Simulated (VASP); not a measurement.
Input of a VASP 6.6.1 run:

The input POSCAR:

```
PbSe
1.0
    0.0000000000      2.9651541308      2.9651541308
    2.9651541308      0.0000000000      2.9651541308
    2.9651541308      2.9651541308      0.0000000000
Pb Se
1 1
Direct
    0.0000000000      0.0000000000      0.0000000000
    0.5000000000      0.5000000000      0.5000000000
```

Contents of INCAR.step1:

```
ALGO = Normal
EDIFF = 1E-5
ENCUT = 520
GGA = PE
ISIF = 2
ISMEAR = -1
LASPH = True
LREAL = False
LWAVE = True
NBANDS = 17
NELM = 60
PREC = Accurate
SIGMA = 0.02
```

File INCAR.step2:

```
ALGO = Normal
EDIFF = 1E-7
ENCUT = 520
GGA = PE
HFSCREEN = 0.2079
ISIF = 2
ISMEAR = -1
ISTART = 1
LASPH = True
LCHARG = True
LELF = True
LHFCALC = True
LREAL = False
LVHAR = True
LWAVE = False
NBANDS = 17
NELM = 60
PREC = Accurate
PRECFOCK = Normal
SIGMA = 0.02
```

File KPOINTS:

```
k-points
0
Gamma
  6 6 6
```

Potentials or basis: VASP PAW PBE potentials, release 64 (Pb_d, Se).

Command:

```bash
$ cat potpaw_PBE.64/Pb_d/POTCAR potpaw_PBE.64/Se/POTCAR > POTCAR
$ cp INCAR.step1 INCAR
$ mpirun -np 1 vasp_std > vasp.out
$ cp INCAR.step2 INCAR
$ mpirun -np 1 vasp_std > vasp.out
```

Problem. What does it give for the pressure?

Solution. 7.7 GPa.

Problem. Estimate the band gap on the k mesh.

Solution. 0.28 eV.

Caveat: the cell differs from its parent crystal (strain -4.0%); the cell stands under pressure; the PAW data sets were made with another functional, which shifts forces and pressure a little; spin-orbit coupling is left out, which moves the levels of the heavy elements. A k mesh can miss the band edges.
